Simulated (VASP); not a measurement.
Write the native input for VASP 6.6.1 that does the following.

```yaml
Task: single point
Functional: LDA
Potentials_or_basis: VASP PAW LDA potentials, release 64 (Rh_sv_GW)
Cutoff: 530 eV
k_mesh: 15 × 15 × 8
Occupations: fermi-dirac, width 0.1 eV
Spin: no spin polarisation
Dipole_correction: no
Second_run: valence_matched
Further_INCAR_settings: ALGO = Normal; EDIFF = 1e-06; NBANDS = 24
```

The structure of Rh lies in POSCAR:

```
Rh
1.0
    2.6335999817      0.0000000000      0.0000000000
   -1.3167999908      2.2807644875      0.0000000000
    0.0000000000      0.0000000000      4.2489441583
Rh
2
Direct
    0.3333333333      0.6666666667      0.2500000000
    0.6666666667      0.3333333333      0.7500000000
```

This cell differs from its parent crystal: volume scaled by 0.96.

The input as run:

INCAR

```
ALGO     = Normal         # electronic algorithm
EDIFF    = 1E-6           # SCF threshold, eV
ENCUT    = 530            # plane-wave cutoff, eV
GGA      = CA             # functional
GGA_COMPAT= F            
ISIF     = 2              # what is computed and relaxed
ISMEAR   = -1             # smearing method
LASPH    = T              # aspherical terms in the spheres
LCHARG   = F              # write CHGCAR
LREAL    = F              # projectors in reciprocal space
LWAVE    = F              # write WAVECAR
NBANDS   = 24             # bands
NELM     = 120            # most SCF steps
PREC     = Accurate       # precision mode
SIGMA    = 0.1            # smearing width, eV
```

KPOINTS

```
k-points
0
Gamma
  15 15 8
```

Potentials or basis: VASP PAW LDA potentials, release 64 (Rh_sv_GW).

Command:

```console
$ cat potpaw_LDA.64/Rh_sv_GW/POTCAR > POTCAR
$ mpirun -np 1 vasp_std > vasp.out
```

Results of the run:

The pressure is 12.1 GPa and the band gap on the k mesh is zero (band 17 reaches 12.79 eV, above the bottom of band 18 at 10.12 eV).

Wall time 98 s on 1 thread of Intel(R) Xeon(R) Platinum 8175M CPU @ 2.50GHz (Skylake/Cascade Lake), with other jobs on the host, peak memory 0.2 GiB.
